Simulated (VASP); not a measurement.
# HgTe (I-4m2) in VASP: single point with LDA

Aim: the single point of HgTe with LDA.

Program: VASP 6.6.1. These are calculated values, not measurements. Logs are shortened: lines on timing, memory, paths and dates and some standing lists are left out, and cuts for length are marked.

### 1 The cell of the first run

The structure is tetragonal, space group I-4m2 (No. 119). The conventional cell has a = 6.091 Å, b = 6.091 Å, c = 3.119 Å, α = 90.00°, β = 90.00°, γ = 90.00°. Within 4.1 Å of Hg (site symmetry -4m2) lie 2 Hg at 3.12 Å and 8 Te at 3.14 to 3.84 Å. Within 4.1 Å of Te (site symmetry -4m2) lie 2 Te at 3.12 Å and 8 Hg at 3.14 to 3.84 Å.

### 2 Single point, LDA

INCAR reads:

```
SYSTEM = HgTe
  PREC = Accurate
  ENCUT = 520
  EDIFF = 1E-7
  ISMEAR = -1
  SIGMA = 0.05
  LREAL = .False.
  LASPH = .True.
  NELM = 60
  ALGO = Normal
  ISIF = 2
  LWAVE = .False.
  LCHARG = .True.
  LELF = .True.
  LVHAR = .True.
  NBANDS = 16
```

KPOINTS reads:

```
regular mesh
0
Gamma
  7 7 7
  0 0 0
```

POSCAR reads:

```
HgTe
1.0
   -3.0456030000      3.0456030000      1.5594100000
    3.0456030000     -3.0456030000      1.5594100000
    3.0456030000      3.0456030000     -1.5594100000
Hg Te
1 1
Direct
    0.2500000000      0.7500000000      0.5000000000
    0.0000000000      0.0000000000      0.0000000000
```

Potentials or basis: VASP PAW LDA potentials, release 64 (Hg, Te).

Started as:

```bash
$ cat potpaw_LDA.64/Hg/POTCAR potpaw_LDA.64/Te/POTCAR > POTCAR
$ mpirun -np 1 vasp_std > vasp.out
```

OUTCAR:

```text
SYSTEM = HgTe
   PREC = Accurate
   ENCUT = 520
   EDIFF = 1E-7
   ISMEAR = -1
   LREAL = .False.
   LASPH = .True.
   NELM = 60
   ISIF = 2

 ion  position               nearest neighbor table
   1  0.250  0.750  0.500-   2 3.14   2 3.14   2 3.14   2 3.14
   2  0.000  0.000  0.000-   1 3.14   1 3.14   1 3.14   1 3.14

  LATTYP: Found a body centered tetragonal cell.
 ALAT       =     6.0912060000
 C/A-ratio  =     0.5120201156

  Lattice vectors:

 A1 = (  -3.0456030000,   3.0456030000,   1.5594100000)
 A2 = (   3.0456030000,  -3.0456030000,   1.5594100000)
 A3 = (   3.0456030000,   3.0456030000,  -1.5594100000)

Analysis of symmetry for initial positions (statically):
=====================================================================
 Subroutine PRICEL returns:
 Original cell was already a primitive cell.

 Routine SETGRP: Setting up the symmetry group for a
 body centered tetragonal supercell.

 Subroutine GETGRP returns: Found  8 space group operations
 (whereof  8 operations were pure point group operations)
 out of a pool of 16 trial point group operations.

The static configuration has the point symmetry D_2d.

Analysis of symmetry for dynamics (positions and initial velocities):
=====================================================================
 Subroutine PRICEL returns:
 Original cell was already a primitive cell.

 Routine SETGRP: Setting up the symmetry group for a
 body centered tetragonal supercell.

 Subroutine GETGRP returns: Found  8 space group operations
 (whereof  8 operations were pure point group operations)
 out of a pool of 16 trial point group operations.

The dynamic configuration has the point symmetry D_2d.

 Subroutine INISYM returns: Found  8 space group operations
 (whereof  8 operations are pure point group operations),
 and found     1 'primitive' translations

----------------------------------------------------------------------------------------

                                     Primitive cell

  volume of cell :      57.8585

  direct lattice vectors                    reciprocal lattice vectors
    -3.045603000  3.045603000  1.559410000     0.000000000  0.164171102  0.320634086
     3.045603000 -3.045603000  1.559410000     0.164171102  0.000000000  0.320634086
     3.045603000  3.045603000 -1.559410000     0.164171102  0.164171102  0.000000000

  length of vectors
     4.580737366  4.580737366  4.580737366     0.360219888  0.360219888  0.232172999

  position of ions in fractional coordinates (direct lattice)
     0.250000000  0.750000000  0.500000000
     0.000000000  0.000000000  0.000000000

  ion indices of the primitive-cell ions
   primitive index   ion index
                 1           1
                 2           2

----------------------------------------------------------------------------------------

 KPOINTS: regular mesh

Automatic generation of k-mesh.
 Grid dimensions read from file:
 generate k-points for:    7    7    7

 Generating k-lattice:

  Cartesian coordinates                     Fractional coordinates (reciprocal lattice)
     0.000000000  0.023453015  0.045804869     0.142857143  0.000000000  0.000000000
     0.023453015  0.000000000  0.045804869     0.000000000  0.142857143  0.000000000
     0.023453015  0.023453015  0.000000000     0.000000000  0.000000000  0.142857143

  Length of vectors
     0.051459984  0.051459984  0.033167571

  Shift w.r.t. Gamma in fractional coordinates (k-lattice)
     0.000000000  0.000000000  0.000000000

 Subroutine IBZKPT returns following result:
 ===========================================

 Found     40 irreducible k-points:

 Following reciprocal coordinates:
            Coordinates               Weight
  0.000000  0.000000  0.000000      1.000000
  0.142857 -0.000000  0.000000      8.000000
  0.285714  0.000000  0.000000      8.000000
  0.428571 -0.000000  0.000000      8.000000
  0.142857  0.142857  0.000000      8.000000
  0.285714  0.142857  0.000000     16.000000
[... 16 lines left out ...]
 -0.142857  0.285714  0.142857      8.000000
 -0.428571  0.428571  0.142857      8.000000
 [... further k-points ...]
   k-points           NKPTS =     40   k-points in BZ     NKDIM =     40   number of bands    NBANDS=     16
   number of dos      NEDOS =    301   number of ions     NIONS =      2
   total plane-waves  NPLWV =  46656
   dimension x,y,z NGX =    36 NGY =   36 NGZ =   36
   dimension x,y,z NGXF=    72 NGYF=   72 NGZF=   72
   ions per type =               1   1
   NGX,Y,Z   is equivalent  to a cutoff of  13.07, 13.07, 13.07 a.u.
   NGXF,Y,Z  is equivalent  to a cutoff of  26.13, 26.13, 26.13 a.u.
 SYSTEM =  HgTe
   PREC   = accura    normal or accurate (medium, high low for compatibility)
   ISTART =      0    job   : 0-new  1-cont  2-samecut
   ICHARG =      2    charge: 1-file 2-atom 10-const
   ISPIN  =      1    spin polarized calculation?
   LNONCOLLINEAR =      F non collinear calculations
   LSORBIT =      F    spin-orbit coupling
   LASPH  =      T    aspherical Exc in radial PAW
   ENCUT  =  520.0 eV  38.22 Ry    6.18 a.u.   8.52  8.52  8.52*2*pi/ulx,y,z
   NELM   =     60;   NELMIN=  2; NELMDL= -5     # of ELM steps
   EDIFF  = 0.1E-06   stopping-criterion for ELM
   LREAL  =      F    real-space projection
   EDIFFG = 0.1E-05   stopping-criterion for IOM
   NSW    =      0    number of steps for IOM
   IBRION =     -1    ionic relax: 0-MD 1-quasi-New 2-CG
   NFREE  =      0    steps in history (QN), initial steepest desc. (CG)
   ISIF   =      2    stress and relaxation
   ISYM   =      2    0-nonsym 1-usesym 2-fastsym
   POTIM  = 0.5000    time-step for ionic-motion
   TEBEG  =    0.0;   TEEND  =   0.0 temperature during run
   PSTRESS=    0.0 pullay stress
   NELECT =      18.0000    total number of electrons
   NUPDOWN=      -1.0000    fix difference up-down
   EMIN   =  10.00;   EMAX   =-10.00  energy-range for DOS
   EFERMI =   0.00;   METHOD = LEGACY
   ISMEAR =    -1;   SIGMA  =   0.05  broadening in eV -4-tet -1-fermi 0-gaus
   EFERMI_NEDOS =   21; number of points for ismear=-14 and -15
   IALGO  =     38    algorithm
   IMIX   =      4    mixing-type and parameters
     AMIX     =   0.40;   BMIX     =  1.00
     AMIX_MAG =   1.60;   BMIX_MAG =  1.00
  volume/ion in A,a.u.               =      28.93       195.22
  Fermi-wavevector in a.u.,A,eV,Ry     =   1.109286  2.096246 16.742166  1.230515
  Thomas-Fermi vector in A             =   2.245823
   LORBIT       =      0    0 simple, 1 ext, 2 COOP (PROOUT), +10 PAW based schemes
   GGA     = CA    functional components
   LHFCALC =     F    Hartree Fock is set to
   AEXX    =    0.0000 exact exchange contribution
   IVDW    =     0    specifies the selected vdW correction
   LEPSILON=     F    determine dielectric tensor
   LRPA    =     F    only Hartree local field effects (RPA)
 non-spin polarized calculation
  energy-cutoff  :      520.00
  volume of cell :       57.86
 maximum number of plane-waves:      1574
 NGX is ok and might be reduce to    36
   NGX = 17   NGY = 17   NGZ = 17

 number of electron      18.0000002 magnetization

 Free energy of the ion-electron system (eV)
  ---------------------------------------------------
  ext. energy  EPLUGINS =         0.00000000
  ---------------------------------------------------
  free energy    TOTEN  =        -4.73776999 eV

  energy without entropy =       -4.73304165  energy(sigma->0) =       -4.73540582

 E-fermi :   4.2695     XC(G=0): -10.0931

 val. band max:        4.2002420526   @ k =  -0.1429  -0.2857   0.1429
 cond. band min:       4.3089041917   @ k =  -0.4286   0.4286   0.1429
 fundamental gap:      0.1086621390
 Fermi energy:         4.2695452330

 k-point     1 :       0.0000    0.0000    0.0000
  band No.  band energies     occupation
      1      -8.3071      2.00000
      2      -3.0879      2.00000
      3      -2.3776      2.00000
      4      -2.3016      2.00000
      5      -1.8596      2.00000
      6      -1.8596      2.00000
[... 8 lines left out ...]
     15      14.2955      0.00000
     16      15.3397      0.00000

 k-point     2 :       0.1429   -0.0000    0.0000
  band No.  band energies     occupation
      1      -7.9877      2.00000
      2      -2.7890      2.00000
      3      -2.3375      2.00000
      4      -2.3275      2.00000
      5      -2.0211      2.00000
      6      -2.0146      2.00000
[... 8 lines left out ...]
     15      13.9672      0.00000
     16      14.1396      0.00000

 k-point     3 :       0.2857    0.0000    0.0000
  band No.  band energies     occupation
      1      -7.1075      2.00000
      2      -2.4056      2.00000
      3      -2.4028      2.00000
      4      -2.2678      2.00000
      5      -2.1829      2.00000
      6      -2.1176      2.00000
[... 8 lines left out ...]
     15      12.5371      0.00000
     16      14.1749      0.00000

 k-point     4 :       0.4286   -0.0000    0.0000
  band No.  band energies     occupation
      1      -6.0700      2.00000
      2      -2.6304      2.00000
      3      -2.5212      2.00000
      4      -2.3076      2.00000
      5      -2.1026      2.00000
      6      -1.8356      2.00000
[... 8 lines left out ...]
     15      12.9455      0.00000
     16      15.2209      0.00000
[... 324 lines left out ...]
 k-point    22 :      -0.2857    0.2857    0.1429
  band No.  band energies     occupation
      1      -7.9767      2.00000
      2      -3.1160      2.00000
      3      -2.5778      2.00000
      4      -2.3535      2.00000
      5      -1.8520      2.00000
      6      -1.8250      2.00000
[... 8 lines left out ...]
     15      15.5541      0.00000
     16      16.2795      0.00000

 k-point    23 :      -0.1429    0.2857    0.1429
  band No.  band energies     occupation
      1      -7.7332      2.00000
      2      -2.8054      2.00000
      3      -2.5020      2.00000
      4      -2.3062      2.00000
      5      -2.0002      2.00000
      6      -1.9731      2.00000
[... 8 lines left out ...]
     15      14.5239      0.00000
     16      15.1980      0.00000

 k-point    24 :      -0.4286    0.4286    0.1429
  band No.  band energies     occupation
      1      -7.8176      2.00000
      2      -3.1390      2.00000
      3      -2.6171      2.00000
      4      -2.4755      2.00000
      5      -1.8411      2.00000
      6      -1.8128      2.00000
[... 8 lines left out ...]
     15      15.3197      0.00000
     16      16.2147      0.00000

 [... further k-points ...]
[... 5 lines left out ...]
  --------------------------------------------------------------------------------------
  -------------------------------------------------------------------------------------
  Total       -1.3287265     -1.3287265     -2.6508430      0.0000000      0.0000000      0.0000000
  in kB      -36.7941945    -36.7941945    -73.4053488      0.0000000      0.0000000      0.0000000
  external PRESSURE =     -48.9979126 kB  Pullay stress =       0.0000000 kB

 VOLUME and BASIS-vectors are now :
 -----------------------------------------------------------------------------
  energy-cutoff  :      520.00
  volume of cell :       57.86
      direct lattice vectors                 reciprocal lattice vectors
    -3.045603000  3.045603000  1.559410000     0.000000000  0.164171102  0.320634086
     3.045603000 -3.045603000  1.559410000     0.164171102  0.000000000  0.320634086
     3.045603000  3.045603000 -1.559410000     0.164171102  0.164171102  0.000000000

 POSITION                                       TOTAL-FORCE (eV/Angst)
 -----------------------------------------------------------------------------------
      3.04560      0.00000      0.77970        -0.000000      0.000000     -0.000000
      0.00000      0.00000      0.00000         0.000000     -0.000000      0.000000
 -----------------------------------------------------------------------------------
    total drift:                                0.000000     -0.000000     -0.000000

  FREE ENERGIE OF THE ION-ELECTRON SYSTEM (eV)
  ---------------------------------------------------
  free  energy   TOTEN  =        -4.7377699872 eV

  energy  without entropy=       -4.7330416527  energy(sigma->0) =       -4.73540582
```

Wall time 17 s (1 thread of Intel Xeon 6975P-C (Granite Rapids), shared host); peak memory 0.19 GiB.

What came out:

```
Free energy            : -4.7378 eV
Pressure               : -4.9 GPa
Band gap on the k mesh : zero (band 9 reaches 5.29 eV, above the bottom of band 10 at 2.55 eV)
```

Levels at points of the mesh, in eV from the Fermi level:
| k point | band 6 | band 7 | band 8 | band 9 | band 10 | band 11 | band 12 | band 13 |
| --- | --- | --- | --- | --- | --- | --- | --- | --- |
| (0.00, 0.00, 0.00) | -6.13 | -3.52 | -2.48 | -2.48 | 3.26 | 4.59 | 6.82 | 6.82 |

Caveat: spin-orbit coupling is left out, which moves the levels of the heavy elements.
